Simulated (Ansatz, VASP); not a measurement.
Ru: VASP beside Ansatz

Contents of INCAR:

```
SYSTEM = Ru
ALGO     = Fast           ! electronic algorithm
EDIFF    = 1E-7           ! SCF threshold, eV
EDIFFG   = -0.01          ! ionic threshold
ENCUT    = 600            ! plane-wave cutoff, eV
GGA      = PS             ! functional
IBRION   = 2              ! ionic algorithm
ISIF     = 3              ! what is computed and relaxed
ISMEAR   = 0              ! smearing method
LASPH    = .True.         ! aspherical terms in the spheres
LCHARG   = .False.        ! write CHGCAR
LREAL    = .False.        ! projectors in reciprocal space
LWAVE    = .False.        ! write WAVECAR
NELM     = 100            ! most SCF steps
NSW      = 80             ! ionic steps
PREC     = Accurate       ! precision mode
SIGMA    = 0.1            ! smearing width, eV
```

File KPOINTS:

```
k-points
0
Gamma
  20 20 20
  0 0 0
```

Contents of POSCAR:

```
Ru
1.0
   -1.5084718663      1.5084718663      1.5084718663
    1.5084718663     -1.5084718663      1.5084718663
    1.5084718663      1.5084718663     -1.5084718663
Ru
1
Direct
    0.0000000000      0.0000000000      0.0000000000
```

Input for Ansatz:

```yaml
crystal:
  lattice:
    - [-1.5084718663, 1.5084718663, 1.5084718663]
    - [1.5084718663, -1.5084718663, 1.5084718663]
    - [1.5084718663, 1.5084718663, -1.5084718663]
  atoms:
    - { symbol: Ru, position: [0.0, 0.0, 0.0] }
basis:
  ecutwfc: 420
kpoints:
  mp_grid: { grid: [20, 20, 20] }
hamiltonian:
  xc: pbesol
scf:
  occupations: { method: gaussian, width: 0.1 }
output:
  forces: true
  stress: true
  eigenvalues: true
relax:
  adjacent_minimum: "off"
  f_tol: 0.01
  max_steps: 60
  cell: { stress_tol: 0.1 }
```

Alike in both runs: task relaxation of cell and atoms; functional PBEsol; k mesh 20 × 20 × 20; occupations gaussian, width 0.1 eV; no spin polarisation.

|  | VASP | Ansatz |
| --- | --- | --- |
| version | VASP 6.6.1 | Ansatz 0.2.0 |
| potentials or method | VASP PAW PBE potentials, release 64 (Ru_pv), cutoff 600 eV | scalar-relativistic, plane waves, PAW |
| valence electrons in the cell | 14 | 16 |

```tsv
	VASP	Ansatz	Ansatz less VASP
gap on the k mesh at the Fermi level, each at its own relaxed structure (eV)	none	none	-
relaxed volume (Å³/atom)	13.74	13.75	+0.005
relaxed cell length with the largest relative difference (Å)	2.614	2.614	+0.0003
```

VASP's potentials were made for PBE, not for PBEsol. A gap of «none» marks a metal or a gap that the smearing closes. VASP's potentials hold 14 valence electrons a cell and Ansatz's 16, so a difference there can come from the potentials and not from the codes.
